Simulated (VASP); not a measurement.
# ZnSe (I-4m2) in VASP: a series of runs, part 2 of 3

VASP 6.6.1. The steps go on from the part before.

## Step 4: Electric field gradients, LDA (zz strain of +2 %)

The input, INCAR:

```
ALGO     = Normal         # electronic algorithm
EDIFF    = 1E-8           # SCF threshold, eV
ENCUT    = 520            # plane-wave cutoff, eV
ISIF     = 2              # what is computed and relaxed
ISMEAR   = -1             # smearing method
LASPH    = True           # aspherical terms in the spheres
LCHARG   = False          # write CHGCAR
LEFG     = True         
LREAL    = False          # projectors in reciprocal space
LWAVE    = False          # write WAVECAR
NBANDS   = 16             # bands
NELM     = 100            # most SCF steps
PREC     = Accurate       # precision mode
SIGMA    = 0.03           # smearing width, eV
```

The input, KPOINTS:

```
k-points
0
Gamma
  8 8 8
```

The input, POSCAR:

```
ZnSe
1.0
    0.0000000000      2.8338000000      2.8904760000
    2.8338000000      0.0000000000      2.8904760000
    2.8338000000      2.8338000000      0.0000000000
Zn Se
1 1
Direct
    0.0000000000      0.0000000000      0.0000000000
    0.7500000000      0.7500000000      0.7500000000
```

Potentials or basis: VASP PAW LDA potentials, release 64 (Zn, Se).

Run with:

```console
$ cat potpaw_LDA.64/Zn/POTCAR potpaw_LDA.64/Se/POTCAR > POTCAR
$ mpirun -np 1 vasp_std > vasp.out
```

OUTCAR:

```text
EDIFF = 1E-8
   ENCUT = 520
   ISIF = 2
   ISMEAR = -1
   LASPH = True
   LREAL = False
   NELM = 100
   PREC = Accurate

 ion  position               nearest neighbor table
   1  0.000  0.000  0.000-   2 2.47   2 2.47   2 2.47   2 2.47
   2  0.750  0.750  0.750-   1 2.47   1 2.47   1 2.47   1 2.47

  LATTYP: Found a body centered tetragonal cell.
 ALAT       =     4.0075983931
 C/A-ratio  =     1.4424978336

  Lattice vectors:

 A1 = (  -2.8338000000,   0.0000000000,   2.8904760000)
 A2 = (   2.8338000000,   0.0000000000,   2.8904760000)
 A3 = (   0.0000000000,   2.8338000000,  -2.8904760000)

Analysis of symmetry for initial positions (statically):
[... 667 lines left out ...]
  energy  without entropy=       -7.3282326891  energy(sigma->0) =       -7.32823269

 Electric field gradients (V/A^2)
---------------------------------------------------------------------
 ion       V_xx      V_yy      V_zz      V_xy      V_xz      V_yz
---------------------------------------------------------------------
   1       1.612     1.612    -3.224     0.001    -0.000    -0.000
   2      -4.250    -4.250     8.500    -0.000    -0.000    -0.000
---------------------------------------------------------------------

 Electric field gradients after diagonalization (V/A^2)
 (convention: |V_zz| > |V_xx| > |V_yy|)
----------------------------------------------------------------------
 ion       V_xx      V_yy      V_zz     asymmetry (V_yy - V_xx)/ V_zz
----------------------------------------------------------------------
   1       1.613     1.611    -3.224       0.001
   2      -4.250    -4.250     8.500       0.000
----------------------------------------------------------------------

           NMR quadrupolar parameters

 Cq : quadrupolar parameter    Cq=e*Q*V_zz/h
 eta: asymmetry parameters     (V_yy - V_xx)/ V_zz
 Q  : nuclear electric quadrupole moment in mb (millibarn)
----------------------------------------------------------------------
 ion       Cq(MHz)       eta       Q (mb)
----------------------------------------------------------------------
   1      -0.008       0.001       1.000
   2       0.021       0.000       1.000
----------------------------------------------------------------------
```

stdout:

```text
POSCAR found type information on POSCAR ZnSe
 POSCAR found :  2 types and       2 ions
 scaLAPACK will be used
 LDA part: xc-table for (Slater(with rela. corr.)+CA(PZ))
 , standard interpolation
 POSCAR, INCAR and KPOINTS ok, starting setup
 FFT: planning ... GRIDC
 FFT: planning ... GRID_SOFT
 FFT: planning ... GRID
 WAVECAR not read
 entering main loop
ion   1

ion   2
```

It took 23 s on 1 thread of AMD EPYC 9R45 (Zen 5), shared host; peak memory 0.14 GiB.

Results:

```yaml
Free_energy: -7.3282 eV
Pressure: -4.2 GPa
Band_gap_on_the_k_mesh: 0.96 eV, direct
```

Electric field gradients, principal values (V/Å²):
| atom | least | middle | greatest (by size) |
| --- | --- | --- | --- |
| 1 Zn | 1.611 | 1.613 | -3.224 |
| 2 Se | -4.250 | -4.250 | 8.500 |

Caveat: the cell differs from its parent crystal (zz strain of +2 %); without QUAD_EFG the Cq values of the log hold for a quadrupole moment of 1 mb, not for the nuclei.

## Step 5: Electric field gradients, LDA (zz strain of +2 %)

The input, INCAR:

```
  PREC = Accurate
  ENCUT = 520
  EDIFF = 1E-8
  ISMEAR = -1
  SIGMA = 0.03
  LREAL = False
  LASPH = True
  NELM = 100
  ALGO = Normal
  ISIF = 2
  LWAVE = False
  LCHARG = False
  GGA = CA
  LEFG = True
  NBANDS = 16
```

The input, KPOINTS:

```
Automatic mesh
0
Gamma
  8 8 8
```

POSCAR is that of step 4.

Potentials or basis: VASP PAW LDA potentials, release 64 (Zn, Se).

Run with:

```console
$ cat potpaw_LDA.64/Zn/POTCAR potpaw_LDA.64/Se/POTCAR > POTCAR
$ mpirun -np 1 vasp_std > vasp.out
```

OUTCAR:

```text
PREC = Accurate
   ENCUT = 520
   EDIFF = 1E-8
   ISMEAR = -1
   LREAL = False
   LASPH = True
   NELM = 100
   ISIF = 2
   GGA = CA

 ion  position               nearest neighbor table
   1  0.000  0.000  0.000-   2 2.47   2 2.47   2 2.47   2 2.47
   2  0.750  0.750  0.750-   1 2.47   1 2.47   1 2.47   1 2.47

  LATTYP: Found a body centered tetragonal cell.
 ALAT       =     4.0075983931
 C/A-ratio  =     1.4424978336

  Lattice vectors:

 A1 = (  -2.8338000000,   0.0000000000,   2.8904760000)
 A2 = (   2.8338000000,   0.0000000000,   2.8904760000)
 A3 = (   0.0000000000,   2.8338000000,  -2.8904760000)

Analysis of symmetry for initial positions (statically):
=====================================================================
 Subroutine PRICEL returns:
 Original cell was already a primitive cell.

 Routine SETGRP: Setting up the symmetry group for a
 body centered tetragonal supercell.

 Subroutine GETGRP returns: Found  8 space group operations
 (whereof  8 operations were pure point group operations)
 out of a pool of 16 trial point group operations.

The static configuration has the point symmetry D_2d.

Analysis of symmetry for dynamics (positions and initial velocities):
=====================================================================
 Subroutine PRICEL returns:
 Original cell was already a primitive cell.

 Routine SETGRP: Setting up the symmetry group for a
 body centered tetragonal supercell.

 Subroutine GETGRP returns: Found  8 space group operations
 (whereof  8 operations were pure point group operations)
 out of a pool of 16 trial point group operations.

The dynamic configuration has the point symmetry D_2d.

 Subroutine INISYM returns: Found  8 space group operations
 (whereof  8 operations are pure point group operations),
 and found     1 'primitive' translations

----------------------------------------------------------------------------------------

                                     Primitive cell

  volume of cell :      46.4235

  direct lattice vectors                    reciprocal lattice vectors
     0.000000000  2.833800000  2.890476000    -0.176441527  0.176441527  0.172981889
     2.833800000  0.000000000  2.890476000     0.176441527 -0.176441527  0.172981889
     2.833800000  2.833800000  0.000000000     0.176441527  0.176441527 -0.172981889

  length of vectors
     4.047872768  4.047872768  4.007598393     0.303621408  0.303621408  0.303621408

  position of ions in fractional coordinates (direct lattice)
     0.000000000  0.000000000  0.000000000
     0.750000000  0.750000000  0.750000000

  ion indices of the primitive-cell ions
   primitive index   ion index
                 1           1
                 2           2

----------------------------------------------------------------------------------------

 KPOINTS: Automatic mesh

Automatic generation of k-mesh.
 Grid dimensions read from file:
 generate k-points for:    8    8    8

 Generating k-lattice:

[... 62 lines left out ...]
   LREAL  =      F    real-space projection
   EDIFFG = 0.1E-06   stopping-criterion for IOM
   NSW    =      0    number of steps for IOM
   IBRION =     -1    ionic relax: 0-MD 1-quasi-New 2-CG
   NFREE  =      0    steps in history (QN), initial steepest desc. (CG)
   ISIF   =      2    stress and relaxation
   ISYM   =      2    0-nonsym 1-usesym 2-fastsym
   POTIM  = 0.5000    time-step for ionic-motion
   TEBEG  =    0.0;   TEEND  =   0.0 temperature during run
   PSTRESS=    0.0 pullay stress
   NELECT =      18.0000    total number of electrons
   NUPDOWN=      -1.0000    fix difference up-down
   EMIN   =  10.00;   EMAX   =-10.00  energy-range for DOS
   EFERMI =   0.00;   METHOD = LEGACY
   ISMEAR =    -1;   SIGMA  =   0.03  broadening in eV -4-tet -1-fermi 0-gaus
   EFERMI_NEDOS =   21; number of points for ismear=-14 and -15
   IALGO  =     38    algorithm
   IMIX   =      4    mixing-type and parameters
     AMIX     =   0.40;   BMIX     =  1.00
     AMIX_MAG =   1.60;   BMIX_MAG =  1.00
  volume/ion in A,a.u.               =      23.21       156.64
  Fermi-wavevector in a.u.,A,eV,Ry     =   1.193767  2.255893 19.389402  1.425081
  Thomas-Fermi vector in A             =   2.329774
   LORBIT       =      0    0 simple, 1 ext, 2 COOP (PROOUT), +10 PAW based schemes
   GGA     = CA    functional components
   LHFCALC =     F    Hartree Fock is set to
   AEXX    =    0.0000 exact exchange contribution
   IVDW    =     0    specifies the selected vdW correction
   LEPSILON=     F    determine dielectric tensor
   LRPA    =     F    only Hartree local field effects (RPA)
 non-spin polarized calculation
  energy-cutoff  :      520.00
  volume of cell :       46.42
 maximum number of plane-waves:      1265
   NGX = 15   NGY = 15   NGZ = 15

 number of electron      18.0000016 magnetization

 Free energy of the ion-electron system (eV)
  ---------------------------------------------------
  ext. energy  EPLUGINS =         0.00000000
  ---------------------------------------------------
  free energy    TOTEN  =        -7.32823269 eV

  energy without entropy =       -7.32823269  energy(sigma->0) =       -7.32823269

 E-fermi :   1.8539     XC(G=0):  -9.6117

 val. band max:        1.3604892679   @ k =   0.0000   0.0000   0.0000
 cond. band min:       2.3232536452   @ k =   0.0000   0.0000   0.0000
 fundamental gap:      0.9627643773
 Fermi energy:         1.8538960419

 k-point     1 :       0.0000    0.0000    0.0000
  band No.  band energies     occupation
      1     -11.8287      2.00000
      2      -5.2761      2.00000
      3      -5.2676      2.00000
      4      -5.2676      2.00000
      5      -4.9307      2.00000
      6      -4.9273      2.00000
[... 433 lines left out ...]
      3      -5.1793      2.00000
      4      -5.0959      2.00000
      5      -4.9240      2.00000
      6      -4.9081      2.00000
[... 8 lines left out ...]
     15      12.8592      0.00000
     16      13.5551      0.00000

 [... further k-points ...]
[... 5 lines left out ...]
  --------------------------------------------------------------------------------------
  -------------------------------------------------------------------------------------
  Total       -1.1308135     -1.1308135     -1.3664672      0.0000000      0.0000000     -0.0000000
  in kB      -39.0268772    -39.0268772    -47.1598076      0.0000000      0.0000000     -0.0000000
  external PRESSURE =     -41.7378540 kB  Pullay stress =       0.0000000 kB

 VOLUME and BASIS-vectors are now :
 -----------------------------------------------------------------------------
  energy-cutoff  :      520.00
  volume of cell :       46.42
      direct lattice vectors                 reciprocal lattice vectors
     0.000000000  2.833800000  2.890476000    -0.176441527  0.176441527  0.172981889
     2.833800000  0.000000000  2.890476000     0.176441527 -0.176441527  0.172981889
     2.833800000  2.833800000  0.000000000     0.176441527  0.176441527 -0.172981889

 POSITION                                       TOTAL-FORCE (eV/Angst)
 -----------------------------------------------------------------------------------
      0.00000      0.00000      0.00000        -0.000000     -0.000000      0.000000
      4.25070      4.25070      4.33571         0.000000      0.000000     -0.000000
 -----------------------------------------------------------------------------------
    total drift:                                0.000000      0.000000      0.000001

  FREE ENERGIE OF THE ION-ELECTRON SYSTEM (eV)
  ---------------------------------------------------
  free  energy   TOTEN  =        -7.3282326897 eV

  energy  without entropy=       -7.3282326891  energy(sigma->0) =       -7.32823269

 Electric field gradients (V/A^2)
---------------------------------------------------------------------
 ion       V_xx      V_yy      V_zz      V_xy      V_xz      V_yz
---------------------------------------------------------------------
   1       1.612     1.612    -3.224     0.001    -0.000    -0.000
   2      -4.250    -4.250     8.500    -0.000    -0.000    -0.000
---------------------------------------------------------------------

 Electric field gradients after diagonalization (V/A^2)
 (convention: |V_zz| > |V_xx| > |V_yy|)
----------------------------------------------------------------------
 ion       V_xx      V_yy      V_zz     asymmetry (V_yy - V_xx)/ V_zz
----------------------------------------------------------------------
   1       1.613     1.611    -3.224       0.001
   2      -4.250    -4.250     8.500       0.000
----------------------------------------------------------------------

           NMR quadrupolar parameters

 Cq : quadrupolar parameter    Cq=e*Q*V_zz/h
 eta: asymmetry parameters     (V_yy - V_xx)/ V_zz
 Q  : nuclear electric quadrupole moment in mb (millibarn)
----------------------------------------------------------------------
 ion       Cq(MHz)       eta       Q (mb)
----------------------------------------------------------------------
   1      -0.008       0.001       1.000
   2       0.021       0.000       1.000
----------------------------------------------------------------------
```

stdout:

```text
POSCAR found type information on POSCAR ZnSe
 POSCAR found :  2 types and       2 ions
 scaLAPACK will be used
 LDA part: xc-table for (Slater(with rela. corr.)+CA(PZ))
 , standard interpolation
 POSCAR, INCAR and KPOINTS ok, starting setup
 FFT: planning ... GRIDC
 FFT: planning ... GRID_SOFT
 FFT: planning ... GRID
 WAVECAR not read
 entering main loop
ion   1

ion   2
```

Run time: 23 s. Hardware: 1 thread of AMD EPYC 9R45 (Zen 5), shared host; peak memory 0.14 GiB.

What came out:

```yaml
Free_energy: -7.3282 eV
Pressure: -4.2 GPa
Band_gap_on_the_k_mesh: 0.96 eV, direct
```

Levels at points of the mesh, in eV from the valence-band top:
```tsv
k point	band 5	band 6	band 7	band 8	band 9	band 10	band 11	band 12	band 13	band 14
(0.00, 0.00, 0.00)	-6.29	-6.29	-0.08	0.00	0.00	0.96	5.68	5.68	5.69	9.54
(0.50, 0.00, 0.00)	-6.27	-6.14	-5.19	-0.93	-0.81	2.31	6.19	6.34	8.27	10.60
(0.50, 0.50, 0.00)	-6.25	-6.13	-4.84	-2.09	-2.09	2.88	3.42	10.22	10.93	10.93
(0.50, 0.00, 0.50)	-6.24	-6.11	-4.73	-2.21	-2.17	2.80	3.24	10.40	10.80	11.01
```

Electric field gradients, principal values (V/Å²):
| atom | least | middle | greatest (by size) |
| --- | --- | --- | --- |
| 1 Zn | 1.611 | 1.613 | -3.224 |
| 2 Se | -4.250 | -4.250 | 8.500 |

Caveat: the cell differs from its parent crystal (zz strain of +2 %); without QUAD_EFG the Cq values of the log hold for a quadrupole moment of 1 mb, not for the nuclei.

(Part 2 of 3 ends here.)
